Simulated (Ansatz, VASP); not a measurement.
## Two plane-wave programs on CoSi

The input POSCAR:

```
CoSi
1.0
    4.4380000000      0.0000000000      0.0000000000
    0.0000000000      4.4380000000      0.0000000000
    0.0000000000      0.0000000000      4.4380000000
Co Si
4 4
Direct
    0.1400000000      0.1400000000      0.1400000000
    0.3600000000      0.8600000000      0.6400000000
    0.6400000000      0.3600000000      0.8600000000
    0.8600000000      0.6400000000      0.3600000000
    0.8430000000      0.8430000000      0.8430000000
    0.6570000000      0.1570000000      0.3430000000
    0.3430000000      0.6570000000      0.1570000000
    0.1570000000      0.3430000000      0.6570000000
```

File INCAR.step1:

```
ALGO = Normal ; EDIFF = 1E-4
ENCUT = 520 ; GGA = PE
ISMEAR = 0 ; ISPIN = 2
LASPH = T ; LCHARG = F
LMAXMIX = 4 ; LREAL = F
LWAVE = T ; MAGMOM = 0 0 0 0 0 0 0 0
NBANDS = 40 ; NELM = 150
PREC = Accurate ; SIGMA = 0.05
```

The input INCAR.step2:

```
ALGO = Normal ; EDIFF = 1E-6
ENCUT = 520 ; ISIF = 2
ISMEAR = 0 ; ISPIN = 2
ISTART = 1 ; LASPH = T
LCHARG = F ; LMAXMIX = 4
LMIXTAU = T ; LORBIT = 11
LREAL = F ; LWAVE = F
MAGMOM = 0 0 0 0 0 0 0 0 ; METAGGA = R2SCAN
NBANDS = 40 ; NELM = 150
PREC = Accurate ; SIGMA = 0.05
```

Contents of KPOINTS:

```
k-points
0
Gamma
  8 8 8
```

Input for Ansatz:

```yaml
crystal:
  lattice:
    - [4.438, 0.0, 0.0]
    - [0.0, 4.438, 0.0]
    - [0.0, 0.0, 4.438]
  atoms:
    - { symbol: Co, position: [0.14, 0.14, 0.14] }
    - { symbol: Co, position: [0.36, 0.86, 0.64] }
    - { symbol: Co, position: [0.64, 0.36, 0.86] }
    - { symbol: Co, position: [0.86, 0.64, 0.36] }
    - { symbol: Si, position: [0.843, 0.843, 0.843] }
    - { symbol: Si, position: [0.657, 0.157, 0.343] }
    - { symbol: Si, position: [0.343, 0.657, 0.157] }
    - { symbol: Si, position: [0.157, 0.343, 0.657] }
magnetization:
  spin_polarized: true
basis:
  ecutwfc: 500
  fft_grid_basis: typed
kpoints:
  mp_grid: { grid: [8, 8, 8] }
hamiltonian:
  xc: r2scan
  pseudopotentials: { kind: paw }
scf:
  occupations: { method: gaussian, width: 0.05 }
output:
  forces: true
  stress: true
  eigenvalues: true
  bader: true
  write_density: true
  volumetric_format: npy
  populations: true
```

Alike in both runs: task single point; functional r2SCAN; k mesh 8 × 8 × 8; occupations gaussian, width 0.05 eV; collinear spin.

```csv
,VASP,Ansatz
version,VASP 6.6.1,Ansatz 0.2.0
potentials or method,"VASP PAW PBE potentials, release 64 (Co, Si), cutoff 520 eV","scalar-relativistic, plane waves, PAW"
valence electrons in the cell,52,84
```

|  | VASP | Ansatz | Ansatz less VASP |
| --- | --- | --- | --- |
| gap on the k mesh at the Fermi level (eV) | none | none | - |
| pressure (GPa) | -7.6 | -7.7 | -0.06 |
| rms of the force components (eV/Å) | 0.099 | 0.095 | -0.0046 |

VASP's potentials were made for PBE, not for r2SCAN. Atom by atom the forces differ by 0.005 eV/Å (rms over components). A gap of «none» marks a metal or a gap that the smearing closes. VASP's potentials hold 52 valence electrons a cell and Ansatz's 84, so a difference there can come from the potentials and not from the codes. Ansatz's warnings: no starting moments, stability check not made.
